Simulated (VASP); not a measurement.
Write the native input for VASP 6.6.1 that does the following.

```
Task                   : single point
Functional             : RPBE
Potentials or basis    : VASP PAW PBE potentials, release 64 (Y_sv)
Cutoff                 : 520 eV
k mesh                 : 11 × 11 × 11
Occupations            : fermi-dirac, width 0.1 eV
Spin                   : no spin polarisation
Dipole correction      : no
Further INCAR settings : ALGO = Normal; EDIFF = 1e-06; NBANDS = 12
```

The structure of Y lies in POSCAR:

```
Y
1.0
    3.2332305904      0.0000000000      0.0000000000
    0.0000000000      3.2332305904      0.0000000000
    0.0000000000      0.0000000000      3.2332305904
Y
1
Direct
    0.0000000000      0.0000000000      0.0000000000
```

This cell differs from its parent crystal: volume scaled by 0.92.

One way to write it, as run:

INCAR

```
  PREC = Accurate
  ENCUT = 520
  EDIFF = 1E-6
  ISMEAR = -1
  SIGMA = 0.1
  LREAL = False
  LASPH = True
  NELM = 80
  ALGO = Normal
  ISIF = 2
  LWAVE = False
  LCHARG = False
  GGA = RP
  NBANDS = 12
```

KPOINTS

```
regular mesh
0
Gamma
  11 11 11
```

Potentials or basis: VASP PAW PBE potentials, release 64 (Y_sv).

Launch:

```bash
$ cat potpaw_PBE.64/Y_sv/POTCAR > POTCAR
$ mpirun -np 1 vasp_std > vasp.out
```

It gave:

```
Pressure : 2.2 GPa
```

Caveat: the PAW data sets were made with another functional, which shifts forces and pressure a little.

Wall time 6.2 s on 1 thread of Intel(R) Xeon(R) 6975P-C (Granite Rapids), on a shared host, peak memory 0.16 GiB.
